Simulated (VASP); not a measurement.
Wanted: the native input for a VASP 6.6.1 run.

* Task: single point
* Functional: r2SCAN
* Dispersion: D3(BJ)
* Potentials or basis: VASP PAW PBE potentials, release 64 (Sn_d, O)
* Cutoff: 520 eV
* k mesh: 3 × 2 × 3
* Occupations: gaussian, width 0.01 eV
* Spin: no spin polarisation
* Dipole correction: no
* Further INCAR settings: ALGO = Normal; EDIFF = 1e-07; NBANDS = 28

The system is SnO.

```
CELL_PARAMETERS angstrom
3.35500 0.00000 0.00000
0.00000 5.67410 0.00000
0.00000 0.00000 4.22197
ATOMIC_POSITIONS crystal
Sn 0.00000 0.23191 0.51314
Sn 0.50000 0.76809 0.01314
O 0.00000 0.89125 0.73686
O 0.50000 0.10875 0.23686
```

One way to write it, as run:

POSCAR

```
SnO
1.0
    3.3550050000      0.0000000000      0.0000000000
    0.0000000000      5.6741040000      0.0000000000
    0.0000000000      0.0000000000      4.2219700000
Sn O
2 2
Direct
    0.0000000000      0.2319090000      0.5131440000
    0.5000000000      0.7680910000      0.0131440000
    0.0000000000      0.8912500000      0.7368570000
    0.5000000000      0.1087500000      0.2368570000
```

INCAR.step1

```
PREC     = Accurate       # precision mode
ENCUT    = 520            # plane-wave cutoff, eV
ISMEAR   = 0              # smearing method
SIGMA    = 0.01           # smearing width, eV
LREAL    = F              # projectors in reciprocal space
LASPH    = T              # aspherical terms in the spheres
NELM     = 60             # most SCF steps
NBANDS   = 28             # bands
GGA      = PE             # functional
ALGO     = Normal         # electronic algorithm
EDIFF    = 1E-4           # SCF threshold, eV
LWAVE    = T              # write WAVECAR
LCHARG   = F              # write CHGCAR
```

INCAR.step2

```
PREC     = Accurate       # precision mode
ENCUT    = 520            # plane-wave cutoff, eV
EDIFF    = 1E-7           # SCF threshold, eV
ISMEAR   = 0              # smearing method
SIGMA    = 0.01           # smearing width, eV
LREAL    = F              # projectors in reciprocal space
LASPH    = T              # aspherical terms in the spheres
NELM     = 60             # most SCF steps
ALGO     = Normal         # electronic algorithm
ISIF     = 2              # what is computed and relaxed
LWAVE    = F              # write WAVECAR
LCHARG   = T              # write CHGCAR
METAGGA  = R2SCAN         # meta-GGA
LMIXTAU  = T            
IVDW     = 12             # dispersion correction
VDW_S6   = 1.0          
VDW_S8   = 0.78981345   
VDW_A1   = 0.49484001   
VDW_A2   = 5.73083694   
LELF     = T              # ELF
LVHAR    = T            
NBANDS   = 28             # bands
ISTART   = 1
```

KPOINTS

```
Automatic mesh
0
Gamma
  3 2 3
```

Potentials or basis: VASP PAW PBE potentials, release 64 (Sn_d, O).

The run is started by

```sh
$ cat potpaw_PBE.64/Sn_d/POTCAR potpaw_PBE.64/O/POTCAR > POTCAR
$ cp INCAR.step1 INCAR
$ mpirun -np 1 vasp_std > vasp.out
$ cp INCAR.step2 INCAR
$ mpirun -np 1 vasp_std > vasp.out
```

Results of the run:

```yaml
Pressure: -3.3 GPa
Largest_force: 0.566 eV/Å
Band_gap_on_the_k_mesh: 1.94 eV, indirect (least direct gap 2.69 eV)
Dispersion_energy_per_atom: -0.096 eV
```

Caveat: the k points lie up to 0.62 Å⁻¹ apart; the PAW data sets were made with another functional, which shifts forces and pressure a little; spin-orbit coupling is left out, which moves the levels of the heavy elements.

It took 65 s on 1 thread of Intel(R) Xeon(R) Platinum 8375C CPU @ 2.90GHz (Ice Lake) (shared host), peak memory 0.2 GiB.
